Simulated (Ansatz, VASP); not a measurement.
K in VASP and in Ansatz

File INCAR:

```
PREC = Accurate ; ENCUT = 520
EDIFF = 1E-6 ; ISMEAR = -1
SIGMA = 0.08 ; LREAL = F
LASPH = T ; NELM = 80
ALGO = Normal ; ISIF = 2
LWAVE = F ; LCHARG = F
NBANDS = 16
```

File KPOINTS:

```
Automatic mesh
0
Gamma
  9 9 9
```

Contents of POSCAR:

```
K
1.0
    0.0000000000      4.3086779393      4.3086779393
    4.3086779393      0.0000000000      4.3086779393
    4.3086779393      4.3086779393      0.0000000000
K
2
Direct
   -0.1250000000     -0.1250000000     -0.1250000000
    0.1250000000      0.1250000000      0.1250000000
```

Input for Ansatz:

```yaml
crystal:
  lattice:
    - [0.0, 4.3086779393, 4.3086779393]
    - [4.3086779393, 0.0, 4.3086779393]
    - [4.3086779393, 4.3086779393, 0.0]
  atoms:
    - { symbol: K, position: [-0.125, -0.125, -0.125] }
    - { symbol: K, position: [0.125, 0.125, 0.125] }
kpoints:
  mp_grid: { grid: [9, 9, 9] }
scf:
  occupations: { method: fermi_dirac, width: 0.08 }
hamiltonian:
  xc: lda
  pseudopotentials: { kind: all_electron, lapw: { basis_error: 0.001 } }
output:
  forces: true
  stress: true
  eigenvalues: true
  populations: true
```

Change from the starting cell: volume scaled by 0.84, LAPW.

Alike in both runs: task single point; functional LDA; k mesh 9 × 9 × 9; occupations fermi-dirac, width 0.08 eV; no spin polarisation.

```csv
,VASP,Ansatz
version,VASP 6.6.1,Ansatz 0.2.0
potentials or method,"VASP PAW LDA potentials, release 64 (K_sv), cutoff 520 eV","all-electron LAPW, scalar-relativistic"
```

```csv
,VASP,Ansatz,Ansatz less VASP
pressure (GPa),0.4,0.4,+0.01
```

LDA's correlation is that of Perdew and Zunger in VASP and of Perdew and Wang (1992) in Ansatz. Ansatz ran all-electron here, and VASP with PAW potentials.
